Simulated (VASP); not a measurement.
# Hf in VASP: single point with PBE

Aim: the single point of Hf with PBE.

All numbers are computed with VASP 6.6.1; they aren't measurements. Logs are shortened: lines on timing, memory, paths and dates and some standing lists are left out, and cuts for length are marked.

### 1 The cell of the first run

The cell holds a slab with vacuum, 10 atoms: a = 3.205 Å, b = 5.996 Å, c = 26.765 Å, α = 90.00°, β = 90.00°, γ = 105.50°.

### 2 Single point, PBE

Input file INCAR:

```
SYSTEM = Hf
PREC = Accurate
ENCUT = 520
EDIFF = 1E-6
ISMEAR = 0
SIGMA = 0.1
LREAL = .FALSE.
LASPH = .TRUE.
NELM = 100
ALGO = Fast
ISIF = 2
LWAVE = .FALSE.
LCHARG = .FALSE.
LDIPOL = .TRUE.
IDIPOL = 3
DIPOL = 0.5 0.5 0.500
GGA = PE
NBANDS = 61
ISYM = 0
```

Input file KPOINTS:

```
Automatic mesh
0
G
  11 6 1
  0 0 0
```

Input file POSCAR:

```
Hf
1.0
    3.2047644767      0.0000000000      0.0000000000
   -1.6023822384      5.7778219891      0.0000000000
    0.0000000000      0.0000000000     26.7654821185
Hf
10
Direct
    0.2499848275      0.4999696551      0.2802116535
    0.5961270026      0.1922540051      0.3560007385
    0.8653554376      0.7307108751      0.3711585555
    0.2114976126      0.4229952252      0.4469476405
    0.4807260476      0.9614520952      0.4621054575
    0.8268682226      0.6537364453      0.5378945425
    0.0960966576      0.1921933153      0.5530523595
    0.4422388327      0.8844776653      0.6288414445
    0.7114672677      0.4229345353      0.6439992615
    0.0576094427      0.1152188854      0.7197883465
```

Potentials or basis: VASP PAW PBE potentials, release 64 (Hf_pv).

Command:

```bash
$ cat potpaw_PBE.64/Hf_pv/POTCAR > POTCAR
$ mpirun -np 1 vasp_std > vasp.out
```

OUTCAR:

```text
SYSTEM = Hf
   PREC = Accurate
   ENCUT = 520
   EDIFF = 1E-6
   ISMEAR = 0
   LREAL = .FALSE.
   LASPH = .TRUE.
   NELM = 100
   ISIF = 2
   GGA = PE
   ISYM = 0

 ion  position               nearest neighbor table
   1  0.250  0.500  0.280-   2 3.14   2 3.14   3 3.20   3 3.20
   2  0.596  0.192  0.356-   5 3.14   1 3.14   3 3.14   3 3.14   3 3.14   1 3.14   4 3.20   4 3.20

   3  0.865  0.731  0.371-   4 3.14   4 3.14   2 3.14   2 3.14   2 3.14   1 3.20   5 3.20   1 3.20
                             5 3.20
   4  0.211  0.423  0.447-   7 3.14   3 3.14   3 3.14   5 3.14   5 3.14   5 3.14   2 3.20   6 3.20
                             6 3.20   2 3.20
   5  0.481  0.961  0.462-   2 3.14   6 3.14   6 3.14   4 3.14   4 3.14   4 3.14   3 3.20   7 3.20
                             7 3.20   3 3.20
   6  0.827  0.654  0.538-   5 3.14   5 3.14   9 3.14   7 3.14   7 3.14   7 3.14   8 3.20   4 3.20
                             8 3.20   4 3.20
   7  0.096  0.192  0.553-   4 3.14   8 3.14   6 3.14   6 3.14   6 3.14   8 3.14   9 3.20   5 3.20
                             9 3.20   5 3.20
   8  0.442  0.884  0.629-   7 3.14   9 3.14   9 3.14   9 3.14   7 3.14   6 3.20   6 3.20  10 3.20
                            10 3.20
   9  0.711  0.423  0.644-  10 3.14  10 3.14   6 3.14   8 3.14   8 3.14   8 3.14   7 3.20   7 3.20

  10  0.058  0.115  0.720-   9 3.14   9 3.14   8 3.20   8 3.20

IMPORTANT INFORMATION: All symmetrisations will be switched off!
NOSYMM: (Re-)initialisation of all symmetry stuff for point group C_1.

----------------------------------------------------------------------------------------

                                     Primitive cell

  volume of cell :     495.6046

  direct lattice vectors                    reciprocal lattice vectors
     3.204764477  0.000000000  0.000000000     0.312035411  0.086537799  0.000000000
    -1.602382238  5.777821989  0.000000000     0.000000000  0.173075599  0.000000000
     0.000000000  0.000000000 26.765482118     0.000000000  0.000000000  0.037361554

  length of vectors
     3.204764477  5.995903249 26.765482118     0.323813045  0.173075599  0.037361554

  position of ions in fractional coordinates (direct lattice)
     0.249984828  0.499969655  0.280211653
     0.596127003  0.192254005  0.356000739
     0.865355438  0.730710875  0.371158556
     0.211497613  0.422995225  0.446947640
     0.480726048  0.961452095  0.462105458
     0.826868223  0.653736445  0.537894542
     0.096096658  0.192193315  0.553052360
     0.442238833  0.884477665  0.628841444
     0.711467268  0.422934535  0.643999261
     0.057609443  0.115218885  0.719788347

  ion indices of the primitive-cell ions
   primitive index   ion index
                 1           1
                 2           2
                 3           3
[... 122 lines left out ...]
  volume/ion in A,a.u.               =      49.56       334.45
  Fermi-wavevector in a.u.,A,eV,Ry     =   0.960203  1.814521 12.544432  0.921990
  Thomas-Fermi vector in A             =   2.089467
   LORBIT       =      0    0 simple, 1 ext, 2 COOP (PROOUT), +10 PAW based schemes
   GGA     = PE    functional components
   LHFCALC =     F    Hartree Fock is set to
   AEXX    =    0.0000 exact exchange contribution
   IVDW    =     0    specifies the selected vdW correction
   LEPSILON=     F    determine dielectric tensor
   LRPA    =     F    only Hartree local field effects (RPA)
 non-spin polarized calculation
 RMM-DIIS sequential band-by-band and
 Gauss-broadening in eV      SIGMA  =   0.10
  energy-cutoff  :      520.00
  volume of cell :      495.60
 maximum number of plane-waves:     13410
   NGX = 11   NGY = 23   NGZ = 99

 dipolmoment           0.000000      0.000000      0.000074 electrons x Angstroem

 number of electron     100.0000003 magnetization

 dipolmoment           0.000000      0.000000     -0.000013 electrons x Angstroem

 Free energy of the ion-electron system (eV)
  ---------------------------------------------------
  ext. energy  EPLUGINS =         0.00000000
  ---------------------------------------------------
  free energy    TOTEN  =       -93.49424046 eV

  energy without entropy =      -93.42915828  energy(sigma->0) =      -93.46169937

 E-fermi :   0.5122     XC(G=0):  -6.1001

 val. band max:        0.5102171015   @ k =  -0.4545   0.3333   0.0000
 cond. band min:       0.5206787599   @ k =  -0.0909   0.1667   0.0000
 fundamental gap:      0.0104616585
 Fermi energy:         0.5122210532

 k-point     1 :       0.0000    0.0000    0.0000
  band No.  band energies     occupation
      1     -31.0246      2.00000
      2     -31.0245      2.00000
      3     -30.9782      2.00000
      4     -30.9782      2.00000
      5     -30.5334      2.00000
      6     -30.5334      2.00000
[... 1525 lines left out ...]
     60       1.8117      0.00000
     61       2.2068      0.00000

 [... further k-points ...]

------------------------ aborting loop because EDIFF is reached ----------------------------------------

 vacuum level on the upper side and lower side of the slab       (xc-potential included)        -0.195        -0.196

  FORCE on cell =-STRESS in cart. coord.  units (eV):
  Direction    XX          YY          ZZ          XY          YZ          ZX
  --------------------------------------------------------------------------------------
  -------------------------------------------------------------------------------------
  Total       -7.3339473     -6.2847777     -7.1695103     -0.0019415     -0.5011088     -0.0002907
  in kB      -23.7089882    -20.3172609    -23.1774008     -0.0062765     -1.6199710     -0.0009397
  external PRESSURE =     -22.4012166 kB  Pullay stress =       0.0000000 kB

 VOLUME and BASIS-vectors are now :
 -----------------------------------------------------------------------------
  energy-cutoff  :      520.00
  volume of cell :      495.60
      direct lattice vectors                 reciprocal lattice vectors
     3.204764477  0.000000000  0.000000000     0.312035411  0.086537799  0.000000000
    -1.602382238  5.777821989  0.000000000     0.000000000  0.173075599  0.000000000
     0.000000000  0.000000000 26.765482118     0.000000000  0.000000000  0.037361554

 POSITION                                       TOTAL-FORCE (eV/Angst)
 -----------------------------------------------------------------------------------
     -0.00000      2.88874      7.50000         0.001503     -0.042544      1.292701
      1.60238      1.11081      9.52853        -0.002691      0.576906     -0.533302
      1.60238      4.22192      9.93424         0.000924     -0.488671     -0.554776
     -0.00000      2.44399     11.96277        -0.002254     -0.030687     -0.004365
     -0.00000      5.55510     12.36848         0.001710      0.006734     -0.064281
      1.60238      3.77717     14.39701        -0.001760     -0.006585      0.064196
     -0.00000      1.11046     14.80271         0.002283      0.030537      0.004469
      0.00000      5.11035     16.83124        -0.000954      0.488811      0.554832
      1.60238      2.44364     17.23695         0.002626     -0.577091      0.533279
     -0.00000      0.66571     19.26548        -0.001387      0.042591     -1.292753
 -----------------------------------------------------------------------------------
    total drift:                                0.000112      0.000091      0.000833

  FREE ENERGIE OF THE ION-ELECTRON SYSTEM (eV)
  ---------------------------------------------------
  free  energy   TOTEN  =       -93.4942404591 eV

  energy  without entropy=      -93.4291582764  energy(sigma->0) =      -93.46169937

 vacuum level on the upper side and lower side of the slab         3.539         3.538
```

OSZICAR:

```text
N       E                     dE             d eps       ncg     rms          rms(c)
DAV:   1     0.434083986472E+03    0.43408E+03   -0.55092E+04  5388   0.140E+03
DAV:   2    -0.651162447768E+02   -0.49920E+03   -0.48552E+03  4867   0.331E+02
DAV:   3    -0.100705782053E+03   -0.35590E+02   -0.33957E+02  5696   0.573E+01
[... 40 lines left out ...]
RMM:  44    -0.934942346612E+02   -0.13719E-05   -0.99669E-06  1934   0.125E-03    0.227E-03
RMM:  45    -0.934942372716E+02   -0.26104E-05   -0.89380E-06  2271   0.135E-03    0.228E-03
RMM:  46    -0.934942384704E+02   -0.11988E-05   -0.59330E-06  1781   0.116E-03    0.182E-03
RMM:  47    -0.934942396603E+02   -0.11899E-05   -0.50358E-06  1835   0.112E-03    0.233E-03
RMM:  48    -0.934942404591E+02   -0.79874E-06   -0.32001E-06  1750   0.104E-03
   1 F= -.93494240E+02 E0= -.93461699E+02  d E =-.650822E-01
```

stdout:

```text
POSCAR found type information on POSCAR Hf
 POSCAR found :  1 types and      10 ions
 scaLAPACK will be used
 LDA part: xc-table for (Slater+PW92), standard interpolation
 -----------------------------------------------------------------------------
|                                                                             |
|           W    W    AA    RRRRR   N    N  II  N    N   GGGG   !!!           |
|           W    W   A  A   R    R  NN   N  II  NN   N  G    G  !!!           |
|           W    W  A    A  R    R  N N  N  II  N N  N  G       !!!           |
|           W WW W  AAAAAA  RRRRR   N  N N  II  N  N N  G  GGG   !            |
|           WW  WW  A    A  R   R   N   NN  II  N   NN  G    G                |
|           W    W  A    A  R    R  N    N  II  N    N   GGGG   !!!           |
|                                                                             |
|     Your reciprocal lattice and k-lattice belong to different lattice       |
|     classes:                                                                |
|                                                                             |
|        The reciprocal lattice is base centered orthorhombic,                |
|        whereas your k-lattice is simple monoclinic.                         |
|                                                                             |
|     Results are often still useful ...                                      |
|                                                                             |
 -----------------------------------------------------------------------------

 POSCAR, INCAR and KPOINTS ok, starting setup
 FFT: planning ... GRIDC
 FFT: planning ... GRID_SOFT
 FFT: planning ... GRID
 WAVECAR not read
 entering main loop
```

Wall time 89 min (1 thread of Oxide Virtual Turin-like, shared host); peak memory 0.93 GiB.

What came out:

- Free energy: -93.4942 eV
- Largest force: 1.293 eV/Å
- Band gap on the k mesh: zero (bands 50 and 51 overlap by 0.63 eV)

Forces in eV/Å, atoms in the order of the input:
```
Hf   0.002 -0.043  1.293
Hf  -0.003  0.577 -0.533
Hf   0.001 -0.489 -0.555
Hf  -0.002 -0.031 -0.004
Hf   0.002  0.007 -0.064
Hf  -0.002 -0.007  0.064
Hf   0.002  0.031  0.004
Hf  -0.001  0.489  0.555
Hf   0.003 -0.577  0.533
Hf  -0.001  0.043 -1.293
```

Levels at points of the mesh, in eV from the Fermi level:
| k point | band 49 | band 50 | band 51 | band 52 | band 53 | band 54 |
| --- | --- | --- | --- | --- | --- | --- |
| (0.00, 0.00, 0.00) | 0.06 | 0.13 | 0.55 | 0.72 | 0.76 | 0.97 |
| (0.00, 0.50, 0.00) | 0.16 | 0.28 | 0.37 | 0.42 | 0.55 | 0.60 |

Caveat: spin-orbit coupling is left out, which moves the levels of the heavy elements.
